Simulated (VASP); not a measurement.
Wanted: the native input for a VASP 6.6.1 run.

* Task: relaxation of cell and atoms
* Functional: PBEsol
* Potentials or basis: VASP PAW PBE potentials, release 64 (Mg, B)
* Cutoff: 600 eV
* k mesh: 16 × 16 × 12
* Occupations: fermi-dirac, width 0.1 eV
* Spin: no spin polarisation
* Dipole correction: no
* Further INCAR settings: ALGO = Normal; EDIFF = 1e-06; IBRION = 2; EDIFFG = -0.002; NSW = 100; ISIF = 3

The structure of MgB2 lies in POSCAR:

```
MgB2
1.0
    3.0850000000      0.0000000000      0.0000000000
   -1.5425000000      2.6716883707      0.0000000000
    0.0000000000      0.0000000000      3.5230000000
Mg B
1 2
Direct
    0.0000000000      0.0000000000      0.0000000000
    0.3333333333      0.6666666667      0.5000000000
    0.6666666667      0.3333333333      0.5000000000
```

One way to write it, as run:

INCAR

```
PREC = Accurate ; ENCUT = 600
EDIFF = 1E-6 ; ISMEAR = -1
SIGMA = 0.1 ; LREAL = False
LASPH = True ; NELM = 80
ALGO = Normal ; ISIF = 3
LWAVE = False ; LCHARG = False
GGA = PS ; IBRION = 2
NSW = 100 ; EDIFFG = -0.002
```

KPOINTS

```
Automatic mesh
0
Gamma
  16 16 12
```

Potentials or basis: VASP PAW PBE potentials, release 64 (Mg, B).

Command:

```bash
$ cat potpaw_PBE.64/Mg/POTCAR potpaw_PBE.64/B/POTCAR > POTCAR
$ mpirun -np 1 vasp_std > vasp.out
```

Results of the run:

The relaxed volume is 9.48 Å³/atom and the relaxed cell is a = 3.065 Å, b = 3.065 Å, c = 3.494 Å, α = 90.00°, β = 90.00°, γ = 120.00°. The space group after relaxing (to 0.1 Å) is P6/mmm (No. 191) and the energy gained by relaxing is 2.0 meV/atom. The ionic steps are 5, the pressure after relaxing is 0.0 GPa and the band gap on the k mesh is zero (bands 4 and 5 overlap by 3.05 eV).

Caveat: the PAW data sets were made with another functional, which shifts forces and pressure a little.

It took 2.8 min on 1 thread of Intel Xeon 8259CL, on a shared host, peak memory 0.22 GiB.
